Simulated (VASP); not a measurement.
A run of VASP 6.6.1:

File POSCAR:

```
CuO
1.0
    2.3439496158     -1.7128881802      0.0000000000
    2.3439496158      1.7128881802      0.0000000000
   -0.8602972987      0.0000000000      5.0579250559
Cu O
2 2
Direct
   -0.0057513990      0.4942527066      0.0018505217
    0.4942527066     -0.0057513990      0.5018505217
    0.5595677700      0.4289309225      0.2518494783
    0.4289309225      0.5595677700      0.7518494783
```

The input INCAR.step1:

```
SYSTEM = CuO
PREC = Accurate ; ENCUT = 520
ISMEAR = -1 ; SIGMA = 0.05
LREAL = .False. ; LASPH = .True.
NELM = 80 ; NBANDS = 25
GGA = PE ; ALGO = Normal
EDIFF = 1E-4 ; LWAVE = .True.
LCHARG = .False.
```

File INCAR.step2:

```
SYSTEM = CuO
PREC = Accurate ; ENCUT = 520
EDIFF = 1E-7 ; ISMEAR = -1
SIGMA = 0.05 ; LREAL = .False.
LASPH = .True. ; NELM = 80
ALGO = Normal ; ISIF = 2
LWAVE = .False. ; LCHARG = .False.
METAGGA = R2SCAN ; LMIXTAU = .True.
NBANDS = 25 ; ISTART = 1
```

KPOINTS

```
regular mesh
0
Gamma
  11 11 6
  0 0 0
```

Potentials or basis: VASP PAW PBE potentials, release 64 (Cu, O).

Run with:

```bash
$ cat potpaw_PBE.64/Cu/POTCAR potpaw_PBE.64/O/POTCAR > POTCAR
$ cp INCAR.step1 INCAR
$ mpirun -np 1 vasp_std > vasp.out
$ cp INCAR.step2 INCAR
$ mpirun -np 1 vasp_std > vasp.out
```

Hardware: 1 thread of Intel Xeon 8259CL, with other jobs on the host.

Question: How long does it take, and how much memory?

Answer: Run time: 18 min on 1 thread of Intel Xeon 8259CL, on a shared host, peak memory 0.3 GiB. Counts: k points 204.
